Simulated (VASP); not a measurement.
# Sb (Fd-3m) in VASP: a series of runs

Runs on Sb. Level: r2SCAN. Tasks: single point, relaxation of cell and atoms.

Everything below comes from runs of VASP 6.6.1. Logs are shortened: lines on timing, memory, paths and dates and some standing lists are left out, and cuts for length are marked.

## (1) The cell of the first run

It takes space group Fd-3m (No. 227, cubic). The conventional cell has a = 6.987 Å, b = 6.987 Å, c = 6.987 Å, α = 90.00°, β = 90.00°, γ = 90.00°. Sb (site symmetry -43m) has 4 Sb at 3.03 Å within 4.0 Å.

This isn't the form of Sb at room conditions, which is rhombohedral.

## (2) Single point, r2SCAN

POSCAR reads:

```
Sb
1.0
    0.0000000000      3.4936874282      3.4936874282
    3.4936874282      0.0000000000      3.4936874282
    3.4936874282      3.4936874282      0.0000000000
Sb
2
Direct
    0.0000000000      0.0000000000      0.0000000000
    0.2500000000      0.2500000000      0.2500000000
```

INCAR.step1 reads:

```
  PREC = Accurate
  ENCUT = 520
  ISMEAR = -1
  SIGMA = 0.1
  LREAL = False
  LASPH = True
  NELM = 100
  NBANDS = 12
  GGA = PE
  ALGO = Normal
  EDIFF = 1E-4
  LWAVE = True
  LCHARG = False
```

INCAR.step2 reads:

```
  PREC = Accurate
  ENCUT = 520
  EDIFF = 1E-6
  ISMEAR = -1
  SIGMA = 0.1
  LREAL = False
  LASPH = True
  NELM = 100
  ALGO = Normal
  ISIF = 2
  LWAVE = False
  LCHARG = False
  METAGGA = R2SCAN
  LMIXTAU = True
  NBANDS = 12
  ISTART = 1
```

KPOINTS reads:

```
Automatic mesh
0
Gamma
  6 6 6
```

Potentials or basis: VASP PAW PBE potentials, release 64 (Sb).

Launch:

```sh
$ cat potpaw_PBE.64/Sb/POTCAR > POTCAR
$ cp INCAR.step1 INCAR
$ mpirun -np 1 vasp_std > vasp.out
$ cp INCAR.step2 INCAR
$ mpirun -np 1 vasp_std > vasp.out
```

OUTCAR:

```text
PREC = Accurate
   ENCUT = 520
   EDIFF = 1E-6
   ISMEAR = -1
   LREAL = False
   LASPH = True
   NELM = 100
   ISIF = 2
   METAGGA = R2SCAN
   ISTART = 1

 ion  position               nearest neighbor table
   1  0.000  0.000  0.000-   2 3.03   2 3.03   2 3.03   2 3.03
   2  0.250  0.250  0.250-   1 3.03   1 3.03   1 3.03   1 3.03

  LATTYP: Found a face centered cubic cell.
 ALAT       =     6.9873748564

  Lattice vectors:

 A1 = (   0.0000000000,   3.4936874282,   3.4936874282)
 A2 = (   3.4936874282,   0.0000000000,   3.4936874282)
 A3 = (   3.4936874282,   3.4936874282,   0.0000000000)

Analysis of symmetry for initial positions (statically):
=====================================================================
 Subroutine PRICEL returns:
 Original cell was already a primitive cell.

 Routine SETGRP: Setting up the symmetry group for a
 face centered cubic supercell.

 Subroutine GETGRP returns: Found 48 space group operations
 (whereof 24 operations were pure point group operations)
 out of a pool of 48 trial point group operations.

The static configuration has the point symmetry T_d .
 The point group associated with its full space group is O_h .

Analysis of symmetry for dynamics (positions and initial velocities):
=====================================================================
 Subroutine PRICEL returns:
 Original cell was already a primitive cell.

 Routine SETGRP: Setting up the symmetry group for a
 face centered cubic supercell.

 Subroutine GETGRP returns: Found 48 space group operations
 (whereof 24 operations were pure point group operations)
 out of a pool of 48 trial point group operations.

The dynamic configuration has the point symmetry T_d .
 The point group associated with its full space group is O_h .

 Subroutine INISYM returns: Found 48 space group operations
 (whereof 24 operations are pure point group operations),
 and found     1 'primitive' translations

----------------------------------------------------------------------------------------

                                     Primitive cell

  volume of cell :      85.2869

  direct lattice vectors                    reciprocal lattice vectors
     0.000000000  3.493687428  3.493687428    -0.143115264  0.143115264  0.143115264
     3.493687428  0.000000000  3.493687428     0.143115264 -0.143115264  0.143115264
     3.493687428  3.493687428  0.000000000     0.143115264  0.143115264 -0.143115264

  length of vectors
     4.940820144  4.940820144  4.940820144     0.247882909  0.247882909  0.247882909

  position of ions in fractional coordinates (direct lattice)
     0.000000000  0.000000000  0.000000000
     0.250000000  0.250000000  0.250000000

  ion indices of the primitive-cell ions
   primitive index   ion index
                 1           1
                 2           2

----------------------------------------------------------------------------------------

 KPOINTS: Automatic mesh

Automatic generation of k-mesh.
 Grid dimensions read from file:
 generate k-points for:    6    6    6

 Generating k-lattice:

  Cartesian coordinates                     Fractional coordinates (reciprocal lattice)
    -0.023852544  0.023852544  0.023852544     0.166666667  0.000000000  0.000000000
     0.023852544 -0.023852544  0.023852544     0.000000000  0.166666667  0.000000000
     0.023852544  0.023852544 -0.023852544     0.000000000  0.000000000  0.166666667

  Length of vectors
     0.041313818  0.041313818  0.041313818

  Shift w.r.t. Gamma in fractional coordinates (k-lattice)
     0.000000000  0.000000000  0.000000000

 Subroutine IBZKPT returns following result:
 ===========================================

 Found     16 irreducible k-points:

 Following reciprocal coordinates:
            Coordinates               Weight
  0.000000  0.000000  0.000000      1.000000
  0.166667  0.000000  0.000000      8.000000
  0.333333  0.000000  0.000000      8.000000
  0.500000  0.000000  0.000000      4.000000
  0.166667  0.166667  0.000000      6.000000
  0.333333  0.166667  0.000000     24.000000
[... 8 lines left out ...]
 -0.333333  0.333333  0.166667     24.000000
 -0.333333  0.500000  0.166667     12.000000
   k-points           NKPTS =     16   k-points in BZ     NKDIM =     16   number of bands    NBANDS=     12
   number of dos      NEDOS =    301   number of ions     NIONS =      2
   total plane-waves  NPLWV =  64000
   dimension x,y,z NGX =    40 NGY =   40 NGZ =   40
   dimension x,y,z NGXF=    80 NGYF=   80 NGZF=   80
   ions per type =               2
   NGX,Y,Z   is equivalent  to a cutoff of  13.46, 13.46, 13.46 a.u.
   NGXF,Y,Z  is equivalent  to a cutoff of  26.92, 26.92, 26.92 a.u.
 SYSTEM =  unknown system
   PREC   = accura    normal or accurate (medium, high low for compatibility)
   ISTART =      1    job   : 0-new  1-cont  2-samecut
   ICHARG =      0    charge: 1-file 2-atom 10-const
   ISPIN  =      1    spin polarized calculation?
   LNONCOLLINEAR =      F non collinear calculations
   LSORBIT =      F    spin-orbit coupling
   LASPH  =      T    aspherical Exc in radial PAW
   ENCUT  =  520.0 eV  38.22 Ry    6.18 a.u.   9.19  9.19  9.19*2*pi/ulx,y,z
   NELM   =    100;   NELMIN=  2; NELMDL=  0     # of ELM steps
   EDIFF  = 0.1E-05   stopping-criterion for ELM
   LREAL  =      F    real-space projection
   EDIFFG = 0.1E-04   stopping-criterion for IOM
   NSW    =      0    number of steps for IOM
   IBRION =     -1    ionic relax: 0-MD 1-quasi-New 2-CG
   NFREE  =      0    steps in history (QN), initial steepest desc. (CG)
   ISIF   =      2    stress and relaxation
   ISYM   =      2    0-nonsym 1-usesym 2-fastsym
   POTIM  = 0.5000    time-step for ionic-motion
   TEBEG  =    0.0;   TEEND  =   0.0 temperature during run
   PSTRESS=    0.0 pullay stress
   NELECT =      10.0000    total number of electrons
   NUPDOWN=      -1.0000    fix difference up-down
   EMIN   =  10.00;   EMAX   =-10.00  energy-range for DOS
   EFERMI =   0.00;   METHOD = LEGACY
   ISMEAR =    -1;   SIGMA  =   0.10  broadening in eV -4-tet -1-fermi 0-gaus
   EFERMI_NEDOS =   21; number of points for ismear=-14 and -15
   IALGO  =     38    algorithm
   IMIX   =      4    mixing-type and parameters
     AMIX     =   0.40;   BMIX     =  1.00
     AMIX_MAG =   1.60;   BMIX_MAG =  1.00
  volume/ion in A,a.u.               =      42.64       287.77
  Fermi-wavevector in a.u.,A,eV,Ry     =   0.801274  1.514187  8.735474  0.642039
  Thomas-Fermi vector in A             =   1.908729
   LORBIT       =      0    0 simple, 1 ext, 2 COOP (PROOUT), +10 PAW based schemes
   METAGGA = R2SCAN    functional components
   LHFCALC =     F    Hartree Fock is set to
   AEXX    =    0.0000 exact exchange contribution
   IVDW    =     0    specifies the selected vdW correction
   LEPSILON=     F    determine dielectric tensor
   LRPA    =     F    only Hartree local field effects (RPA)
 non-spin polarized calculation
  energy-cutoff  :      520.00
  volume of cell :       85.29
 maximum number of plane-waves:      2332
 NGX is ok and might be reduce to    40
   NGX = 19   NGY = 19   NGZ = 19

 number of electron       9.9999999 magnetization

 Free energy of the ion-electron system (eV)
  ---------------------------------------------------
  ext. energy  EPLUGINS =         0.00000000
  ---------------------------------------------------
  free energy    TOTEN  =       -50.64682106 eV

  energy without entropy =      -50.61720404  energy(sigma->0) =      -50.63201255

 E-fermi :   3.9194     XC(G=0):  -8.2864

 val. band max:        3.8571696242   @ k =   0.1667   0.1667   0.0000
 cond. band min:       4.2156567960   @ k =  -0.3333   0.5000   0.1667
 fundamental gap:      0.3584871717
 Fermi energy:         3.9194307858

 k-point     1 :       0.0000    0.0000    0.0000
  band No.  band energies     occupation
      1      -8.2014      2.00000
      2      -1.6118      2.00000
      3       1.8707      2.00000
      4       1.8707      2.00000
      5       1.8707      2.00000
      6       4.3133      0.03821
      7       4.3133      0.03821
      8       4.3133      0.03821
      9       8.0651      0.00000
     10      10.4720      0.00000
     11      10.4720      0.00000
     12      11.7402      0.00000

 k-point     2 :       0.1667    0.0000    0.0000
  band No.  band energies     occupation
      1      -8.0032      2.00000
      2      -2.4303      2.00000
      3       1.6022      2.00000
      4       1.6022      2.00000
      5       1.9100      2.00000
      6       4.7100      0.00074
      7       4.7100      0.00074
      8       4.9139      0.00010
      9       8.8823      0.00000
     10       9.9091      0.00000
     11       9.9091      0.00000
     12      11.1761      0.00000

 k-point     3 :       0.3333    0.0000    0.0000
  band No.  band energies     occupation
      1      -7.4812      2.00000
      2      -3.8241      2.00000
      3       1.2153      2.00000
      4       1.2153      2.00000
      5       1.6680      2.00000
      6       5.2565      0.00000
      7       5.2565      0.00000
      8       6.6344      0.00000
      9       9.4449      0.00000
     10      10.0982      0.00000
     11      10.0982      0.00000
     12      11.5782      0.00000
[... 166 lines left out ...]
 k-point    15 :      -0.3333    0.3333    0.1667
  band No.  band energies     occupation
      1      -6.5188      2.00000
      2      -5.2210      2.00000
      3      -0.2545      2.00000
      4       0.3868      2.00000
      5       3.7252      1.74913
      6       5.1639      0.00001
      7       6.6193      0.00000
      8       6.6648      0.00000
      9       9.0220      0.00000
     10      10.7383      0.00000
     11      11.4205      0.00000
     12      12.4983      0.00000

 k-point    16 :      -0.3333    0.5000    0.1667
  band No.  band energies     occupation
      1      -5.8988      2.00000
      2      -5.8988      2.00000
      3      -0.0363      2.00000
      4      -0.0363      2.00000
      5       4.2157      0.09832
      6       4.2157      0.09832
      7       7.0127      0.00000
      8       7.0127      0.00000
      9      10.1108      0.00000
     10      10.1108      0.00000
     11      12.2366      0.00000
     12      12.2366      0.00000

------------------------ aborting loop because EDIFF is reached ----------------------------------------

  FORCE on cell =-STRESS in cart. coord.  units (eV):
  Direction    XX          YY          ZZ          XY          YZ          ZX
  --------------------------------------------------------------------------------------
  -------------------------------------------------------------------------------------
  Total       -0.2442307     -0.2442307     -0.2442307     -0.0000000      0.0000000     -0.0000000
  in kB       -4.5880562     -4.5880562     -4.5880562     -0.0000000      0.0000000     -0.0000000
  external PRESSURE =      -4.5880562 kB  Pullay stress =       0.0000000 kB

 VOLUME and BASIS-vectors are now :
 -----------------------------------------------------------------------------
  energy-cutoff  :      520.00
  volume of cell :       85.29
      direct lattice vectors                 reciprocal lattice vectors
     0.000000000  3.493687428  3.493687428    -0.143115264  0.143115264  0.143115264
     3.493687428  0.000000000  3.493687428     0.143115264 -0.143115264  0.143115264
     3.493687428  3.493687428  0.000000000     0.143115264  0.143115264 -0.143115264

 POSITION                                       TOTAL-FORCE (eV/Angst)
 -----------------------------------------------------------------------------------
      0.00000      0.00000      0.00000        -0.000000      0.000000     -0.000000
      1.74684      1.74684      1.74684         0.000000     -0.000000      0.000000
 -----------------------------------------------------------------------------------
    total drift:                               -0.000000      0.000000      0.000000

  FREE ENERGIE OF THE ION-ELECTRON SYSTEM (eV)
  ---------------------------------------------------
  free  energy   TOTEN  =       -50.6468210592 eV

  energy  without entropy=      -50.6172040382  energy(sigma->0) =      -50.63201255
```

It took 74 s on 1 thread of Intel Xeon 8259CL, shared host; peak memory 0.25 GiB.

Results:

| Quantity | Value |
| --- | --- |
| Free energy | -50.6468 eV |
| Pressure | -0.5 GPa |
| Band gap on the k mesh | zero (bands 5 and 6 overlap by 0.85 eV) |

Caveat: the PAW data sets were made with another functional, which shifts forces and pressure a little; spin-orbit coupling is left out, which moves the levels of the heavy elements.

## (3) Relaxation of cell and atoms, r2SCAN

This run uses another cell than the first one, of 39.30 Å³/atom.

POSCAR reads:

```
Sb
1.0
    0.0000000000      3.4000000000      3.4000000000
    3.4000000000      0.0000000000      3.4000000000
    3.4000000000      3.4000000000      0.0000000000
Sb
2
Direct
    0.0000000000      0.0000000000      0.0000000000
    0.2500000000      0.2500000000      0.2500000000
```

INCAR.step1 reads:

```
PREC = Accurate
ENCUT = 600
ISMEAR = -1
SIGMA = 0.1
LREAL = False
LASPH = True
NELM = 100
GGA = PE
ALGO = Normal
EDIFF = 1E-4
LWAVE = True
LCHARG = False
```

INCAR.step2 reads:

```
PREC = Accurate
ENCUT = 600
EDIFF = 1E-6
ISMEAR = -1
SIGMA = 0.1
LREAL = False
LASPH = True
NELM = 100
ALGO = Normal
ISIF = 3
LWAVE = False
LCHARG = False
METAGGA = R2SCAN
LMIXTAU = True
IBRION = 2
NSW = 80
EDIFFG = -0.01
ISTART = 1
```

KPOINTS reads:

```
regular mesh
0
Gamma
  6 6 6
```

Potentials or basis: VASP PAW PBE potentials, release 64 (Sb).

Launch:

```sh
$ cat potpaw_PBE.64/Sb/POTCAR > POTCAR
$ cp INCAR.step1 INCAR
$ mpirun -np 1 vasp_std > vasp.out
$ cp INCAR.step2 INCAR
$ mpirun -np 1 vasp_std > vasp.out
```

Run time: 3.4 min. Hardware: 1 thread of Intel Xeon 8259CL, shared host; peak memory 0.26 GiB.

The run converged. Its results:

- Free energy: -50.6485 eV
- Relaxed volume: 42.06 Å³/atom
- Relaxed cell: a = 4.918 Å, b = 4.918 Å, c = 4.918 Å, α = 60.00°, β = 60.00°, γ = 60.00°
- Space group after relaxing (to 0.1 Å): Fd-3m (No. 227)
- Energy gained by relaxing: 22.1 meV/atom
- Ionic steps: 3
- Pressure after relaxing: 0.0 GPa
- Band gap on the k mesh: zero (bands 5 and 6 overlap by 0.88 eV)

The path:
| step | energy change (eV) | largest force (eV/Å) | pressure (GPa) | volume (Å³) |
| --- | --- | --- | --- | --- |
| 1 | 0.0000 | 0.0000 | 2.73 | 78.61 |
| 2 | -0.0375 | 0.0000 | -0.90 | 86.47 |
| 3 | -0.0442 | 0.0000 | 0.01 | 84.12 |

Final structure:
```
Sb
1.0
     0.00000    3.47762    3.47762
     3.47762    0.00000    3.47762
     3.47762    3.47762    0.00000
Sb
2
Direct
  0.00000 0.00000 0.00000
  0.25000 0.25000 0.25000
```

Levels at points of the mesh, in eV from the Fermi level:
```csv
k point,band 1,band 2,band 3,band 4,band 5,band 6,band 7,band 8,band 9
"(0.00, 0.00, 0.00)",-12.21,-5.47,-2.08,-2.08,-2.08,0.38,0.38,0.38,4.14
"(0.50, 0.00, 0.00)",-11.07,-8.52,-2.90,-2.90,-2.41,1.50,1.50,4.13,5.85
"(0.50, 0.50, 0.00)",-9.88,-9.88,-3.80,-3.80,-0.58,-0.58,4.30,4.30,6.40
```

Caveat: the PAW data sets were made with another functional, which shifts forces and pressure a little; spin-orbit coupling is left out, which moves the levels of the heavy elements.
